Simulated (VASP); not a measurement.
# RuC4 (I4/m) in VASP: further runs, part 2 of 2

VASP 6.6.1.

## 3. Relaxation of cell and atoms, PBE

INCAR

```
  PREC = Accurate
  ENCUT = 600
  EDIFF = 1E-7
  ISMEAR = 0
  SIGMA = 0.1
  LREAL = F
  LASPH = T
  NELM = 100
  ALGO = Normal
  ISIF = 3
  LWAVE = F
  LCHARG = F
  GGA = PE
  IBRION = 2
  NSW = 90
  EDIFFG = -0.04
```

KPOINTS

```
regular mesh
0
Gamma
  6 6 6
```

POSCAR

```
RuC4
1.0
   -2.8820279200      2.8820279200      1.7441171700
    2.8820279200     -2.8820279200      1.7441171700
    2.8820279200      2.8820279200     -1.7441171700
Ru C
1 4
Direct
    0.0000000000      0.0000000000      0.0000000000
    0.7928614200      0.6048670600      0.3977284700
    0.2071385800      0.3951329400      0.6022715300
    0.3951329400      0.7928614200      0.1879943600
    0.6048670600      0.2071385800      0.8120056400
```

Potentials or basis: VASP PAW PBE potentials, release 64 (Ru_pv, C).

Started as:

```
$ cat potpaw_PBE.64/Ru_pv/POTCAR potpaw_PBE.64/C/POTCAR > POTCAR
$ mpirun -np 1 vasp_std > vasp.out
```

OUTCAR:

```text
PREC = Accurate
   ENCUT = 600
   EDIFF = 1E-7
   ISMEAR = 0
   LREAL = F
   LASPH = T
   NELM = 100
   ISIF = 3
   GGA = PE
   IBRION = 2
   NSW = 90
   EDIFFG = -0.04

 ion  position               nearest neighbor table
   1  0.000  0.000  0.000-   2 2.50   3 2.50   2 2.50   3 2.50   4 2.50   5 2.50   4 2.50   5 2.50
                             5 2.57   4 2.57   2 2.57   3 2.57
   2  0.793  0.605  0.398-   1 2.50   1 2.50   1 2.57
   3  0.207  0.395  0.602-   1 2.50   1 2.50   1 2.57
   4  0.395  0.793  0.188-   1 2.50   1 2.50   1 2.57
   5  0.605  0.207  0.812-   1 2.50   1 2.50   1 2.57

  LATTYP: Found a body centered tetragonal cell.
 ALAT       =     5.7640558400
 C/A-ratio  =     0.6051701158

  Lattice vectors:

 A1 = (  -2.8820279200,   2.8820279200,   1.7441171700)
 A2 = (   2.8820279200,  -2.8820279200,   1.7441171700)
 A3 = (   2.8820279200,   2.8820279200,  -1.7441171700)

Analysis of symmetry for initial positions (statically):
=====================================================================
 Subroutine PRICEL returns:
 Original cell was already a primitive cell.

 Routine SETGRP: Setting up the symmetry group for a
 body centered tetragonal supercell.

 Subroutine GETGRP returns: Found  8 space group operations
 (whereof  8 operations were pure point group operations)
 out of a pool of 16 trial point group operations.

The static configuration has the point symmetry C_4h.

Analysis of symmetry for dynamics (positions and initial velocities):
=====================================================================
 Subroutine PRICEL returns:
 Original cell was already a primitive cell.

 Routine SETGRP: Setting up the symmetry group for a
 body centered tetragonal supercell.

 Subroutine GETGRP returns: Found  8 space group operations
 (whereof  8 operations were pure point group operations)
 out of a pool of 16 trial point group operations.

The dynamic configuration has the point symmetry C_4h.

 Subroutine INISYM returns: Found  8 space group operations
 (whereof  8 operations are pure point group operations),
 and found     1 'primitive' translations

----------------------------------------------------------------------------------------

                                     Primitive cell

  volume of cell :      57.9471

  direct lattice vectors                    reciprocal lattice vectors
    -2.882027920  2.882027920  1.744117170     0.000000000  0.173488951  0.286677987
     2.882027920 -2.882027920  1.744117170     0.173488951  0.000000000  0.286677987
     2.882027920  2.882027920 -1.744117170     0.173488951  0.173488951  0.000000000

  length of vectors
     4.433296129  4.433296129  4.433296129     0.335086085  0.335086085  0.245350427

  position of ions in fractional coordinates (direct lattice)
     0.000000000  0.000000000  0.000000000
     0.792861420  0.604867060  0.397728470
     0.207138580  0.395132940  0.602271530
     0.395132940  0.792861420  0.187994360
     0.604867060  0.207138580  0.812005640

  ion indices of the primitive-cell ions
   primitive index   ion index
                 1           1
                 2           2
                 3           3
                 4           4
                 5           5

----------------------------------------------------------------------------------------

 KPOINTS: regular mesh

Automatic generation of k-mesh.
 Grid dimensions read from file:
 generate k-points for:    6    6    6

 Generating k-lattice:

  Cartesian coordinates                     Fractional coordinates (reciprocal lattice)
     0.000000000  0.028914825  0.047779665     0.166666667  0.000000000  0.000000000
     0.028914825  0.000000000  0.047779665     0.000000000  0.166666667  0.000000000
     0.028914825  0.028914825  0.000000000     0.000000000  0.000000000  0.166666667

  Length of vectors
     0.055847681  0.055847681  0.040891738

  Shift w.r.t. Gamma in fractional coordinates (k-lattice)
     0.000000000  0.000000000  0.000000000

 Subroutine IBZKPT returns following result:
 ===========================================

 Found     36 irreducible k-points:

 Following reciprocal coordinates:
            Coordinates               Weight
  0.000000  0.000000  0.000000      1.000000
  0.166667  0.000000  0.000000      8.000000
  0.333333  0.000000  0.000000      8.000000
  0.500000  0.000000 -0.000000      4.000000
  0.166667  0.166667  0.000000      8.000000
  0.333333  0.166667 -0.000000      8.000000
[... 16 lines left out ...]
 -0.333333  0.333333 -0.166667      4.000000
 -0.166667  0.333333  0.166667      8.000000
 [... further k-points ...]
   k-points           NKPTS =     36   k-points in BZ     NKDIM =     36   number of bands    NBANDS=     19
   number of dos      NEDOS =    301   number of ions     NIONS =      5
   total plane-waves  NPLWV =  46656
   dimension x,y,z NGX =    36 NGY =   36 NGZ =   36
   dimension x,y,z NGXF=    72 NGYF=   72 NGZF=   72
   ions per type =               1   4
   NGX,Y,Z   is equivalent  to a cutoff of  13.50, 13.50, 13.50 a.u.
   NGXF,Y,Z  is equivalent  to a cutoff of  27.00, 27.00, 27.00 a.u.
 SYSTEM =  unknown system
   PREC   = accura    normal or accurate (medium, high low for compatibility)
   ISTART =      0    job   : 0-new  1-cont  2-samecut
   ICHARG =      2    charge: 1-file 2-atom 10-const
   ISPIN  =      1    spin polarized calculation?
   LNONCOLLINEAR =      F non collinear calculations
   LSORBIT =      F    spin-orbit coupling
   LASPH  =      T    aspherical Exc in radial PAW
   ENCUT  =  600.0 eV  44.10 Ry    6.64 a.u.   8.85  8.85  8.85*2*pi/ulx,y,z
   NELM   =    100;   NELMIN=  2; NELMDL= -5     # of ELM steps
   EDIFF  = 0.1E-06   stopping-criterion for ELM
   LREAL  =      F    real-space projection
   EDIFFG = -.4E-01   stopping-criterion for IOM
   NSW    =     90    number of steps for IOM
   IBRION =      2    ionic relax: 0-MD 1-quasi-New 2-CG
   NFREE  =      1    steps in history (QN), initial steepest desc. (CG)
   ISIF   =      3    stress and relaxation
   ISYM   =      2    0-nonsym 1-usesym 2-fastsym
   POTIM  = 0.5000    time-step for ionic-motion
   TEBEG  =    0.0;   TEEND  =   0.0 temperature during run
   PSTRESS=    0.0 pullay stress
   NELECT =      30.0000    total number of electrons
   NUPDOWN=      -1.0000    fix difference up-down
   EMIN   =  10.00;   EMAX   =-10.00  energy-range for DOS
   EFERMI =   0.00;   METHOD = LEGACY
   ISMEAR =     0;   SIGMA  =   0.10  broadening in eV -4-tet -1-fermi 0-gaus
   EFERMI_NEDOS =   21; number of points for ismear=-14 and -15
   IALGO  =     38    algorithm
   IMIX   =      4    mixing-type and parameters
     AMIX     =   0.40;   BMIX     =  1.00
     AMIX_MAG =   1.60;   BMIX_MAG =  1.00
  volume/ion in A,a.u.               =      11.59        78.21
  Fermi-wavevector in a.u.,A,eV,Ry     =   1.314532  2.484106 23.510800  1.727995
  Thomas-Fermi vector in A             =   2.444778
   LORBIT       =      0    0 simple, 1 ext, 2 COOP (PROOUT), +10 PAW based schemes
   GGA     = PE    functional components
   LHFCALC =     F    Hartree Fock is set to
   AEXX    =    0.0000 exact exchange contribution
   IVDW    =     0    specifies the selected vdW correction
   LEPSILON=     F    determine dielectric tensor
   LRPA    =     F    only Hartree local field effects (RPA)
 conjugate gradient relaxation of ions
 non-spin polarized calculation
 Gauss-broadening in eV      SIGMA  =   0.10
  energy-cutoff  :      600.00
  volume of cell :       57.95
 maximum number of plane-waves:      1955
   NGX = 17   NGY = 17   NGZ = 17

--------------------------------------- Ionic step        1  -------------------------------------------

 number of electron      30.0000001 magnetization

 Free energy of the ion-electron system (eV)
  ---------------------------------------------------
  ext. energy  EPLUGINS =         0.00000000
  ---------------------------------------------------
  free energy    TOTEN  =       -28.12151733 eV

  energy without entropy =      -28.10932093  energy(sigma->0) =      -28.11541913

------------------------ aborting loop because EDIFF is reached ----------------------------------------

  FORCE on cell =-STRESS in cart. coord.  units (eV):
  Direction    XX          YY          ZZ          XY          YZ          ZX
  --------------------------------------------------------------------------------------
  -------------------------------------------------------------------------------------
  Total      -13.7258749    -13.7258749    -13.7551593      0.0000001      0.0000000      0.0000000
  in kB     -379.5059602   -379.5059602   -380.3156453      0.0000024      0.0000000      0.0000000
  external PRESSURE =    -379.7758553 kB  Pullay stress =       0.0000000 kB
[... 1173 lines left out ...]
     18       8.7682      0.00000
     19       9.1339      0.00000

 [... further k-points ...]

[... ionic steps 4 to 31 ...]

--------------------------------------- Ionic step       32  -------------------------------------------

 number of electron      30.0000006 magnetization

------------------------ aborting loop because EDIFF is reached ----------------------------------------
[... 73 lines left out ...]
--------------------------------------- Ionic step       34  -------------------------------------------

 number of electron      30.0000005 magnetization

 Free energy of the ion-electron system (eV)
  ---------------------------------------------------
  ext. energy  EPLUGINS =         0.00000000
  ---------------------------------------------------
  free energy    TOTEN  =       -41.27387619 eV

  energy without entropy =      -41.24876766  energy(sigma->0) =      -41.26132193

 E-fermi :   4.5195     XC(G=0): -10.3012

 val. band max:        4.5150117442   @ k =   0.5000   0.3333  -0.1667
 cond. band min:       4.5202438395   @ k =  -0.3333   0.1667   0.0000
 fundamental gap:      0.0052320953
 Fermi energy:         4.5195181928
[... 560 lines left out ...]
  FREE ENERGIE OF THE ION-ELECTRON SYSTEM (eV)
  ---------------------------------------------------
  free  energy   TOTEN  =       -41.2738761935 eV

  energy  without entropy=      -41.2487676641  energy(sigma->0) =      -41.26132193

 reached required accuracy - stopping structural energy minimisation
```

OSZICAR:

```text
N       E                     dE             d eps       ncg     rms          rms(c)
DAV:   1     0.208254088668E+03    0.20825E+03   -0.17442E+04  1376   0.168E+03
DAV:   2    -0.153299086886E+02   -0.22358E+03   -0.21775E+03  1522   0.370E+02
DAV:   3    -0.303987445085E+02   -0.15069E+02   -0.14446E+02  2059   0.733E+01
[... 413 lines left out ...]
DAV:   6    -0.412738757825E+02   -0.75103E-05   -0.16837E-05  1634   0.292E-02    0.720E-03
DAV:   7    -0.412738758840E+02   -0.10149E-06   -0.20318E-06  1903   0.938E-03    0.305E-03
DAV:   8    -0.412738760450E+02   -0.16096E-06   -0.12696E-07  1003   0.272E-03    0.132E-03
DAV:   9    -0.412738761674E+02   -0.12242E-06   -0.31894E-08   837   0.141E-03    0.382E-04
DAV:  10    -0.412738761935E+02   -0.26137E-07   -0.82022E-09   825   0.776E-04
  34 F= -.41273876E+02 E0= -.41261322E+02  d E =-.429828E-02
```

CONTCAR:

```text
RuC4
   1.00000000000000
    -3.4512310608800454    3.4512320976059403    1.2353615020108331
     3.4512310608800454   -3.4512320976059403    1.2353615020108331
     3.4512320976059403    3.4512310608800454   -1.2353615020108331
  Ru              C
     1     4
Direct
     0.0000000000000000    0.0000000000000000    0.0000000000000000
     0.7818388156888231    0.7819498208089146    0.5637886264977365
     0.2181611843111772    0.2180501791910856    0.4362113735022634
     0.2180501791910856    0.7818388156888231    0.9998889948799016
     0.7819498208089146    0.2181611843111772    0.0001110051200988

  0.00000000E+00  0.00000000E+00  0.00000000E+00
  0.00000000E+00  0.00000000E+00  0.00000000E+00
  0.00000000E+00  0.00000000E+00  0.00000000E+00
  0.00000000E+00  0.00000000E+00  0.00000000E+00
  0.00000000E+00  0.00000000E+00  0.00000000E+00
```

It took 10 min on 1 thread of Intel Xeon 6975P-C (Granite Rapids), shared host; peak memory 0.24 GiB.

Results:

```
Free energy                            : -41.2739 eV
Relaxed volume                         : 11.77 Å³/atom
Relaxed cell                           : a = 5.035 Å, b = 5.035 Å, c = 5.035 Å, α = 93.45°, β = 93.45°, γ = 151.59°
Space group after relaxing (to 0.05 Å) : I4/mmm (No. 139)
Energy gained by relaxing              : 2630.5 meV/atom
Ionic steps                            : 34
Pressure after relaxing                : 0.0 GPa
Largest force after relaxing           : 0.025 eV/Å
Band gap on the k mesh                 : zero (band 15 reaches 5.33 eV, above the bottom of band 16 at 3.16 eV)
```

Forces in eV/Å, atoms in the order of the input:
```
Ru   0.000  0.000  0.000
C    0.011  0.022  0.000
C   -0.011 -0.022  0.000
C    0.022 -0.011  0.000
C   -0.022  0.011  0.000
```

Stress tensor (GPa, compression positive):
```
 0.13  0.00  0.00
 0.00  0.13  0.00
 0.00  0.00 -0.27
```

The path:
```csv
step,energy change (eV),largest force (eV/Å),pressure (GPa),volume (Å³)
1,0.0000,0.9010,-37.98,57.95
2,-2.4139,1.6266,28.23,37.83
3,-2.6992,1.2790,0.57,41.52
4,-2.9927,0.8974,2.86,40.84
5,-3.1003,0.2458,8.89,40.15
6,-3.1922,0.5038,-4.09,42.82
7,-3.1925,0.4898,-3.43,42.66
8,-3.3850,0.8971,-6.45,43.32
9,-4.6965,2.2933,-15.77,45.04
10,-9.7361,3.3305,2.84,47.28
11,6.7937,16.5189,191.99,45.54
12,-4.2137,12.7021,138.24,47.29
13,-9.8568,3.1020,62.54,47.71
14,-10.5982,1.3358,37.49,47.61
15,-10.6066,1.3462,37.97,47.70
16,-10.6268,1.4236,39.43,47.95
17,-10.6490,1.7483,42.31,48.45
18,-10.6919,1.7823,41.71,48.61
19,-10.8207,1.8856,39.89,49.08
20,-11.0781,2.0799,36.30,50.04
21,-11.5847,2.3101,29.03,51.98
22,-12.5040,2.2344,14.27,56.00
23,-12.7305,1.9147,-14.18,64.57
24,-13.0302,0.8909,-0.29,60.03
25,-13.0492,0.6052,-3.52,60.99
26,-13.0482,0.6614,-2.63,60.72
27,-13.0626,0.6239,-2.55,60.57
28,-13.0983,0.5144,-2.25,60.12
29,-13.1368,0.3430,-1.53,59.23
30,-13.1396,0.3227,-1.23,58.91
31,-13.1469,0.1834,0.27,58.62
32,-13.1481,0.1419,1.23,58.43
33,-13.1503,0.0997,0.86,58.56
34,-13.1524,0.0250,-0.01,58.86
```

Final structure:
```xyz
5
Lattice="-3.4512 3.4512 1.2354 3.4512 -3.4512 1.2354 3.4512 3.4512 -1.2354" Properties=species:S:1:pos:R:3 pbc="T T T"
Ru    0.0000    0.0000    0.0000
C     1.9461    1.9454    1.2354
C     1.5051    1.5058    0.0000
C     5.3966    1.5051    0.0000
C    -1.9454    1.9461    1.2354
```
